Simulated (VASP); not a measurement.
# GaSb5 (P-6m2) in VASP: notebook

Runs on GaSb5. Level: PBE. Tasks: single point.

Everything below comes from runs of VASP 6.6.1. Logs are shortened: lines on timing, memory, paths and dates and some standing lists are left out, and cuts for length are marked.

## 1. The cell of the first run

It takes space group P-6m2 (No. 187, hexagonal). The conventional cell has a = 3.316 Å, b = 3.316 Å, c = 16.670 Å, α = 90.00°, β = 90.00°, γ = 120.00°. Ga (site symmetry -6m2) has 6 Sb at 3.28 Å and 6 Ga at 3.32 Å within 4.3 Å. Within 4.3 Å of Sb (site symmetry 3m) lie 3 Ga at 3.28 Å and 9 Sb at 3.32 to 3.42 Å. Within 4.4 Å of Sb (site symmetry 3m) lie 12 Sb at 3.32 to 3.42 Å. Sb (site symmetry -6m2) has 12 Sb at 3.32 to 3.42 Å within 4.4 Å.

The cell was generated, and may not be a known phase.

## 2. Single point, PBE

The input, INCAR:

```
ALGO = Normal ; EDIFF = 1E-7
ENCUT = 520 ; GGA = PE
ISIF = 2 ; ISMEAR = 0
LASPH = T ; LCHARG = T
LELF = T ; LREAL = F
LVHAR = T ; LWAVE = F
NBANDS = 28 ; NELM = 60
PREC = Accurate ; SIGMA = 0.1
```

The input, KPOINTS:

```
k-points
0
Gamma
  6 6 1
```

The input, POSCAR:

```
GaSb5
1.0
    3.3155672524     -0.0000000026      0.0000000000
   -1.6577836239      2.8713654699      0.0000000000
    0.0000000000      0.0000000000     16.6696836286
Ga Sb
1 5
Direct
    0.0000000000      0.0000000000      0.0000000000
    0.6666666667      0.3333333333      0.8403181695
    0.0000000000      0.0000000000      0.6702019191
    0.6666666667      0.3333333333      0.5000000000
    0.0000000000      0.0000000000      0.3297980809
    0.6666666667      0.3333333333      0.1596818305
```

Potentials or basis: VASP PAW PBE potentials, release 64 (Ga_d, Sb).

Launch:

```sh
cat potpaw_PBE.64/Ga_d/POTCAR potpaw_PBE.64/Sb/POTCAR > POTCAR
mpirun -np 1 vasp_std > vasp.out
```

OUTCAR:

```text
EDIFF = 1E-7
   ENCUT = 520
   GGA = PE
   ISIF = 2
   ISMEAR = 0
   LASPH = T
   LREAL = F
   NELM = 60
   PREC = Accurate

 ion  position               nearest neighbor table
   1  0.000  0.000  0.000-   2 3.28   6 3.28   2 3.28   6 3.28   2 3.28   6 3.28
   2  0.667  0.333  0.840-   1 3.28   1 3.28   1 3.28   3 3.42   3 3.42   3 3.42
   3  0.000  0.000  0.670-   2 3.42   2 3.42   2 3.42   4 3.42   4 3.42   4 3.42
   4  0.667  0.333  0.500-   3 3.42   5 3.42   3 3.42   5 3.42   3 3.42   5 3.42
   5  0.000  0.000  0.330-   6 3.42   6 3.42   6 3.42   4 3.42   4 3.42   4 3.42
   6  0.667  0.333  0.160-   1 3.28   1 3.28   1 3.28   5 3.42   5 3.42   5 3.42

  LATTYP: Found a hexagonal cell.
 ALAT       =     3.3155672524
 C/A-ratio  =     5.0277018560

  Lattice vectors:

 A1 = (   3.3155672524,  -0.0000000026,   0.0000000000)
 A2 = (  -1.6577836239,   2.8713654699,   0.0000000000)
 A3 = (   0.0000000000,   0.0000000000,  16.6696836286)

Analysis of symmetry for initial positions (statically):
=====================================================================
 Subroutine PRICEL returns:
 Original cell was already a primitive cell.

 Routine SETGRP: Setting up the symmetry group for a
 hexagonal supercell.

 Subroutine GETGRP returns: Found 12 space group operations
 (whereof 12 operations were pure point group operations)
 out of a pool of 24 trial point group operations.

The static configuration has the point symmetry D_3h.

Analysis of symmetry for dynamics (positions and initial velocities):
=====================================================================
 Subroutine PRICEL returns:
 Original cell was already a primitive cell.

 Routine SETGRP: Setting up the symmetry group for a
 hexagonal supercell.

 Subroutine GETGRP returns: Found 12 space group operations
 (whereof 12 operations were pure point group operations)
 out of a pool of 24 trial point group operations.

The dynamic configuration has the point symmetry D_3h.

 Subroutine INISYM returns: Found 12 space group operations
 (whereof 12 operations are pure point group operations),
 and found     1 'primitive' translations

----------------------------------------------------------------------------------------
[... 82 lines left out ...]
   NELM   =     60;   NELMIN=  2; NELMDL= -5     # of ELM steps
   EDIFF  = 0.1E-06   stopping-criterion for ELM
   LREAL  =      F    real-space projection
   EDIFFG = 0.1E-05   stopping-criterion for IOM
   NSW    =      0    number of steps for IOM
   IBRION =     -1    ionic relax: 0-MD 1-quasi-New 2-CG
   NFREE  =      0    steps in history (QN), initial steepest desc. (CG)
   ISIF   =      2    stress and relaxation
   ISYM   =      2    0-nonsym 1-usesym 2-fastsym
   POTIM  = 0.5000    time-step for ionic-motion
   TEBEG  =    0.0;   TEEND  =   0.0 temperature during run
   PSTRESS=    0.0 pullay stress
   NELECT =      38.0000    total number of electrons
   NUPDOWN=      -1.0000    fix difference up-down
   EMIN   =  10.00;   EMAX   =-10.00  energy-range for DOS
   EFERMI =   0.00;   METHOD = LEGACY
   ISMEAR =     0;   SIGMA  =   0.10  broadening in eV -4-tet -1-fermi 0-gaus
   EFERMI_NEDOS =   21; number of points for ismear=-14 and -15
   IALGO  =     38    algorithm
   IMIX   =      4    mixing-type and parameters
     AMIX     =   0.40;   BMIX     =  1.00
     AMIX_MAG =   1.60;   BMIX_MAG =  1.00
  volume/ion in A,a.u.               =      26.45       178.49
  Fermi-wavevector in a.u.,A,eV,Ry     =   1.016588  1.921072 14.060945  1.033450
  Thomas-Fermi vector in A             =   2.149940
   LORBIT       =      0    0 simple, 1 ext, 2 COOP (PROOUT), +10 PAW based schemes
   GGA     = PE    functional components
   LHFCALC =     F    Hartree Fock is set to
   AEXX    =    0.0000 exact exchange contribution
   IVDW    =     0    specifies the selected vdW correction
   LEPSILON=     F    determine dielectric tensor
   LRPA    =     F    only Hartree local field effects (RPA)
 non-spin polarized calculation
 Gauss-broadening in eV      SIGMA  =   0.10
  energy-cutoff  :      520.00
  volume of cell :      158.70
 maximum number of plane-waves:      4290
 NGX is ok and might be reduce to    28
   NGX = 13   NGY = 13   NGZ = 61

 number of electron      38.0000004 magnetization

 Free energy of the ion-electron system (eV)
  ---------------------------------------------------
  ext. energy  EPLUGINS =         0.00000000
  ---------------------------------------------------
  free energy    TOTEN  =       -22.31479391 eV

  energy without entropy =      -22.29688613  energy(sigma->0) =      -22.30584002

 E-fermi :   7.7210     XC(G=0): -10.1713

 val. band max:        7.5856234426   @ k =   0.3333   0.3333   0.0000
 cond. band min:       7.7508567035   @ k =   0.3333   0.1667   0.0000
 fundamental gap:      0.1652332608
 Fermi energy:         7.7210407540

 k-point     1 :       0.0000    0.0000    0.0000
  band No.  band energies     occupation
      1      -7.0067      2.00000
      2      -6.9778      2.00000
      3      -6.9778      2.00000
      4      -6.9299      2.00000
      5      -6.9299      2.00000
      6      -5.0453      2.00000
[... 206 lines left out ...]
     27       9.6950      0.00000
     28      10.9932      0.00000

------------------------ aborting loop because EDIFF is reached ----------------------------------------

  FORCE on cell =-STRESS in cart. coord.  units (eV):
  Direction    XX          YY          ZZ          XY          YZ          ZX
  --------------------------------------------------------------------------------------
  -------------------------------------------------------------------------------------
  Total       -0.1219513     -0.1219513     -0.0204349     -0.0000000      0.0000000      0.0000000
  in kB       -1.2311849     -1.2311849     -0.2063047     -0.0000000      0.0000000      0.0000000
  external PRESSURE =      -0.8895582 kB  Pullay stress =       0.0000000 kB

 VOLUME and BASIS-vectors are now :
 -----------------------------------------------------------------------------
  energy-cutoff  :      520.00
  volume of cell :      158.70
      direct lattice vectors                 reciprocal lattice vectors
     3.315567252 -0.000000003  0.000000000     0.301607515  0.174133180  0.000000000
    -1.657783624  2.871365470  0.000000000     0.000000000  0.348266360  0.000000000
     0.000000000  0.000000000 16.669683629     0.000000000  0.000000000  0.059989141

 POSITION                                       TOTAL-FORCE (eV/Angst)
 -----------------------------------------------------------------------------------
      0.00000      0.00000      0.00000         0.000000     -0.000000     -0.000000
      1.65778      0.95712     14.00784        -0.000000      0.000000      0.000095
      0.00000      0.00000     11.17205         0.000000     -0.000000      0.005073
      1.65778      0.95712      8.33484         0.000000      0.000000     -0.000000
      0.00000      0.00000      5.49763         0.000000     -0.000000     -0.005073
      1.65778      0.95712      2.66185        -0.000000     -0.000000     -0.000095
 -----------------------------------------------------------------------------------
    total drift:                               -0.000000      0.000000      0.000000

  FREE ENERGIE OF THE ION-ELECTRON SYSTEM (eV)
  ---------------------------------------------------
  free  energy   TOTEN  =       -22.3147939138 eV

  energy  without entropy=      -22.2968861316  energy(sigma->0) =      -22.30584002
```

stdout:

```text
POSCAR found type information on POSCAR GaSb
 POSCAR found :  2 types and       6 ions
 scaLAPACK will be used
 LDA part: xc-table for (Slater+PW92), standard interpolation
 POSCAR, INCAR and KPOINTS ok, starting setup
 FFT: planning ... GRIDC
 FFT: planning ... GRID_SOFT
 FFT: planning ... GRID
 WAVECAR not read
 entering main loop
```

Run time: 61 s. Hardware: 1 thread of Intel Xeon Platinum 8488C (Sapphire Rapids), shared host; peak memory 0.3 GiB.

Results:

| Quantity | Value |
| --- | --- |
| Free energy | -22.3148 eV |
| Pressure | -0.1 GPa |
| Largest force | 0.005 eV/Å |
| Band gap on the k mesh | zero (bands 19 and 20 overlap by 6.37 eV) |

Forces in eV/Å, atoms in the order of the input:
```
Ga   0.000  0.000  0.000
Sb   0.000  0.000  0.000
Sb   0.000  0.000  0.005
Sb   0.000  0.000  0.000
Sb   0.000  0.000 -0.005
Sb   0.000  0.000  0.000
```

Stress tensor (GPa, compression positive):
```
-0.12  0.00  0.00
 0.00 -0.12  0.00
 0.00  0.00 -0.02
```

Caveat: the k points lie up to 0.38 Å⁻¹ apart, too coarse for converged energies and pressures of a metal; spin-orbit coupling is left out, which moves the levels of the heavy elements.

[end of part 1 of 2]

The gap in the log of VASP goes by the Fermi energy; the results here count the filled bands.